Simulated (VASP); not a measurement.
Crystal: Ga2As5.

```
Ga As
1.0
     3.90000    0.00000    0.00000
    -1.95000    3.37750    0.00000
     0.00000    0.00000   23.30000
Ga As
4 10
Direct
  0.33333 0.66667 0.12880
  0.66667 0.33333 0.87120
  0.33333 0.66667 0.30040
  0.66667 0.33333 0.69960
  0.00000 0.00000 0.16950
  0.33333 0.66667 0.02360
  0.00000 0.00000 0.83050
  0.66667 0.33333 0.97640
  0.66667 0.33333 0.25970
  0.33333 0.66667 0.40560
  0.66667 0.33333 0.45490
  0.33333 0.66667 0.74030
  0.66667 0.33333 0.59440
  0.33333 0.66667 0.54510
```

* Program: VASP 6.6.1
* Task: relaxation of cell and atoms
* Functional: PBE
* Potentials or basis: VASP PAW PBE potentials, release 64 (Ga_d, As)
* Cutoff: 600 eV
* k mesh: 5 × 5 × 1
* Occupations: gaussian, width 0.2 eV
* Spin: no spin polarisation

At the start: pressure 5.4 GPa; volume 21.92 Å³/atom.

Question: Where does the relaxation end?

Answer: Over 19 steps the energy falls by 59.9 meV/atom and the volume is 25.02 Å³/atom (+14.1 %); space group P-3m1 (No. 164, to 0.1 Å) before and after.

The path:
```csv
step,energy change (eV),largest force (eV/Å),pressure (GPa),volume (Å³)
1,0.0000,0.4990,5.42,306.91
2,-0.5304,0.4992,-1.14,341.02
3,-0.5388,0.4604,-0.51,336.78
4,-0.6279,0.3277,-0.02,336.36
5,-0.6572,0.4055,0.54,335.92
6,-0.7129,0.2576,0.01,340.29
7,-0.7464,0.2322,-0.71,346.85
8,-0.7756,0.2035,0.26,342.86
9,-0.7756,0.2047,0.27,342.81
10,-0.7897,0.1790,0.12,344.10
11,-0.7948,0.1524,-0.02,345.45
12,-0.8072,0.1272,0.08,346.17
13,-0.8126,0.1667,0.20,347.00
14,-0.8219,0.1042,-0.12,349.36
15,-0.8247,0.1340,-0.42,351.73
16,-0.8316,0.1210,-0.28,351.27
17,-0.8363,0.0984,-0.06,350.57
18,-0.8364,0.0940,-0.02,350.45
19,-0.8382,0.0698,0.03,350.26
```

Final structure:
```yaml
crystal:
  lattice:
    - [3.95942, 0.00000, 0.00000]
    - [-1.97971, 3.42896, 0.00000]
    - [0.00000, 0.00000, 25.79856]
  atoms:
    - { symbol: Ga, position: [0.33333, 0.66667, 0.12447] }
    - { symbol: Ga, position: [0.66667, 0.33333, 0.87553] }
    - { symbol: Ga, position: [0.33333, 0.66667, 0.29501] }
    - { symbol: Ga, position: [0.66667, 0.33333, 0.70499] }
    - { symbol: As, position: [0.00000, 0.00000, 0.15572] }
    - { symbol: As, position: [0.33333, 0.66667, 0.02265] }
    - { symbol: As, position: [0.00000, 0.00000, 0.84428] }
    - { symbol: As, position: [0.66667, 0.33333, 0.97735] }
    - { symbol: As, position: [0.66667, 0.33333, 0.26306] }
    - { symbol: As, position: [0.33333, 0.66667, 0.39701] }
    - { symbol: As, position: [0.66667, 0.33333, 0.44465] }
    - { symbol: As, position: [0.33333, 0.66667, 0.73694] }
    - { symbol: As, position: [0.66667, 0.33333, 0.60299] }
    - { symbol: As, position: [0.33333, 0.66667, 0.55535] }
```

Caveat: the k points lie up to 0.37 Å⁻¹ apart in the final cell; this functional lacks dispersion, which binds the layers, so the pressure and a relaxed spacing across them are unreliable; the relaxation stopped at a loose force limit of 0.08 eV/Å, so its end isn't a converged minimum.
